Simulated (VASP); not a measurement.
Input of a VASP 6.6.1 run:

Contents of INCAR:

```
PREC = Accurate
ENCUT = 520
EDIFF = 1E-7
ISMEAR = 0
SIGMA = 0.1
LREAL = False
LASPH = True
NELM = 150
ALGO = Normal
ISIF = 2
LWAVE = False
LCHARG = True
ISPIN = 2
MAGMOM = 0 0 0 0 3
LORBIT = 11
LMAXMIX = 4
LDIPOL = True
IDIPOL = 3
DIPOL = 0.5 0.5 0.320
GGA = PE
LELF = True
LVHAR = True
LVACPOTAV = True
NBANDS = 40
```

Contents of KPOINTS:

```
Automatic mesh
0
Gamma
  8 8 1
```

POSCAR

```
Nb4N
1.0
    3.3111160015      0.0000000000      0.0000000000
    0.0000000000      3.3111160015      0.0000000000
    0.0000000000      0.0000000000     21.7993006655
Nb N
4 1
Direct
    0.5000000000      0.5000000000      0.1834921249
    0.0000000000      0.0000000000      0.2594375887
    0.5000000000      0.5000000000      0.3336918596
    0.0000000000      0.0000000000      0.4036505941
    0.5000000000      0.5000000000      0.4215410763
```

Potentials or basis: VASP PAW PBE potentials, release 64 (Nb_sv, N).

Launch:

```console
$ cat potpaw_PBE.64/Nb_sv/POTCAR potpaw_PBE.64/N/POTCAR > POTCAR
$ mpirun -np 1 vasp_std > vasp.out
```

Task: What does it give for the net moment?

Result: 0.00 μB per cell.

Task: Estimate the largest force.

Result: 5.547 eV/Å.

Forces on the atoms (eV/Å):
```
Nb   0.000  0.000  1.287
Nb   0.000  0.000 -1.683
Nb   0.000  0.000 -5.547
Nb   0.000  0.000  3.631
N    0.000  0.000  2.311
```
